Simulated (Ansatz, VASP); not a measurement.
**One calculation of As, two programs**

INCAR

```
PREC = Accurate
ENCUT = 400
EDIFF = 1E-8
ISMEAR = -1
SIGMA = 0.05
LREAL = False
LASPH = True
NELM = 120
ALGO = Normal
ISIF = 2
LWAVE = False
LCHARG = False
GGA = PE
LEFG = True
NBANDS = 8
GGA_COMPAT = False
```

Contents of KPOINTS:

```
regular mesh
0
Gamma
  16 16 16
```

POSCAR

```
As
1.0
   -1.6612237308      1.6612237308      1.6612237308
    1.6612237308     -1.6612237308      1.6612237308
    1.6612237308      1.6612237308     -1.6612237308
As
1
Direct
    0.0000000000      0.0000000000      0.0000000000
```

Input for Ansatz:

```yaml
crystal:
  lattice:
    - [-1.6612237308, 1.6612237308, 1.6612237308]
    - [1.6612237308, -1.6612237308, 1.6612237308]
    - [1.6612237308, 1.6612237308, -1.6612237308]
  atoms:
    - { symbol: As, position: [0.0, 0.0, 0.0] }
kpoints:
  mp_grid: { grid: [16, 16, 16] }
scf:
  occupations: { method: fermi_dirac, width: 0.05 }
hamiltonian:
  xc: pbe
  pseudopotentials: { kind: all_electron, datasets: crystal }
output:
  forces: true
  stress: true
  eigenvalues: true
  efg: { contact_densities: true }
```

Change from the starting cell: volume scaled by 0.96, crystal datasets.

Alike in both runs: task electric field gradients; functional PBE; k mesh 16 × 16 × 16; occupations fermi-dirac, width 0.05 eV; no spin polarisation.

|  | VASP | Ansatz |
| --- | --- | --- |
| version | VASP 6.6.1 | Ansatz 0.2.0 |
| potentials or method | VASP PAW PBE potentials, release 64 (As), cutoff 400 eV | all-electron PAW with datasets made for the crystal, scalar-relativistic |

|  | VASP | Ansatz | Ansatz less VASP |
| --- | --- | --- | --- |
| pressure (GPa) | 3.5 | 3.4 | -0.08 |

Ansatz ran all-electron here, and VASP with PAW potentials.
